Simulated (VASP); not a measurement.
## Pt: single point with PBE

The system is Pt.

```
Pt
1.0
     2.76067    0.00000    0.00000
    -1.38033    2.39081    0.00000
     0.00000    0.00000    4.79213
Pt
2
Direct
  0.66667 0.33333 0.75000
  0.33333 0.66667 0.25000
```

This isn't the form of Pt at room conditions, which is fcc.

```json
{"Program": "VASP 6.6.1", "Task": "single point", "Functional": "PBE", "Potentials or basis": "VASP PAW PBE potentials, release 64 (Pt)", "Cutoff": "520 eV", "k mesh": "12 × 12 × 6", "Occupations": "fermi-dirac, width 0.03 eV", "Spin": "collinear spin", "Starting moments": "[0.6, 0.6] μB", "Dipole correction": "no", "Further INCAR settings": "ALGO = Normal; EDIFF = 1e-07; NBANDS = 21"}
```

The pressure is -1.3 GPa and the band gap on the k mesh is zero (filled and empty bands overlap). The net moment is 0.00 μB per cell and the valence electrons inside the program's atomic spheres are Pt 9.19.

Stress tensor (GPa, compression positive):
```
-1.18  0.00  0.00
 0.00 -1.18  0.00
 0.00  0.00 -1.51
```

Levels at points of the mesh, in eV from the Fermi level:
Spin up:
```
           k point  band 7  band 8  band 9  band 10  band 11  band 12  band 13  band 14
(0.00, 0.00, 0.00)   -3.03   -1.77   -1.77    -0.68    -0.20    -0.20     4.69    15.15
(0.50, 0.00, 0.00)   -2.55    0.02    0.31     0.51     2.28     3.76     7.28     8.84
(0.00, 0.00, 0.50)   -3.38   -3.38   -0.77    -0.77    -0.77    -0.77    11.92    11.92
(0.50, 0.00, 0.50)   -0.82   -0.82    0.42     0.42     1.73     1.73     6.47     6.47
```
Spin down:
| k point | band 8 | band 9 | band 10 | band 11 | band 12 | band 13 |
| --- | --- | --- | --- | --- | --- | --- |
| (0.00, 0.00, 0.00) | -1.77 | -1.77 | -0.68 | -0.20 | -0.20 | 4.69 |
| (0.50, 0.00, 0.00) | 0.02 | 0.31 | 0.51 | 2.28 | 3.76 | 7.28 |
| (0.00, 0.00, 0.50) | -3.38 | -0.77 | -0.77 | -0.77 | -0.77 | 11.92 |
| (0.50, 0.00, 0.50) | -0.82 | 0.42 | 0.42 | 1.73 | 1.73 | 6.47 |

Wall time 63 s on 1 thread of Intel(R) Xeon(R) Platinum 8488C (Sapphire Rapids), with other jobs on the host, peak memory 0.21 GiB.

Caveat: spin-orbit coupling is left out, which moves the levels of the heavy elements.
